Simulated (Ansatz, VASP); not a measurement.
Two plane-wave programs on Bi

The input INCAR:

```
PREC     = Accurate       # precision mode
ENCUT    = 520            # plane-wave cutoff, eV
EDIFF    = 1E-8           # SCF threshold, eV
ISMEAR   = -1             # smearing method
SIGMA    = 0.05           # smearing width, eV
LREAL    = F              # projectors in reciprocal space
LASPH    = T              # aspherical terms in the spheres
NELM     = 100            # most SCF steps
ALGO     = Normal         # electronic algorithm
ISIF     = 2              # what is computed and relaxed
LWAVE    = F              # write WAVECAR
LCHARG   = F              # write CHGCAR
GGA      = PE             # functional
LEFG     = T            
NBANDS   = 14             # bands
```

File KPOINTS:

```
regular mesh
0
Gamma
  16 16 16
```

POSCAR

```
Bi
1.0
    0.0000000000      2.5354329376      2.5354329376
    2.5354329376      0.0000000000      2.5354329376
    2.5354329376      2.5354329376      0.0000000000
Bi
1
Direct
    0.0000000000      0.0000000000      0.0000000000
```

Input for Ansatz:

```yaml
crystal:
  lattice:
    - [0.0, 2.5354329376, 2.5354329376]
    - [2.5354329376, 0.0, 2.5354329376]
    - [2.5354329376, 2.5354329376, 0.0]
  atoms:
    - { symbol: Bi, position: [0.0, 0.0, 0.0] }
kpoints:
  mp_grid: { grid: [16, 16, 16] }
scf:
  occupations: { method: fermi_dirac, width: 0.05 }
hamiltonian:
  xc: pbe
  pseudopotentials: { kind: paw }
output:
  forces: true
  stress: true
  eigenvalues: true
  efg: { contact_densities: true }
```

Change from the starting cell: volume scaled by 1.025, PAW files.

Alike in both runs: task electric field gradients; functional PBE; k mesh 16 × 16 × 16; occupations fermi-dirac, width 0.05 eV; no spin polarisation.

```csv
,VASP,Ansatz
version,VASP 6.6.1,Ansatz 0.2.0
potentials or method,"VASP PAW PBE potentials, release 64 (Bi_d)","PAW with Ansatz's default frozen-core files, scalar-relativistic"
plane-wave cutoff (eV),520,420
valence electrons in the cell,15,15
```

|  | VASP | Ansatz | Ansatz less VASP |
| --- | --- | --- | --- |
| pressure (GPa) | -1.3 | -1.2 | +0.06 |

The functional is the same, so the differences come from potentials, cutoffs and numerics.

Spin-orbit coupling is off throughout.
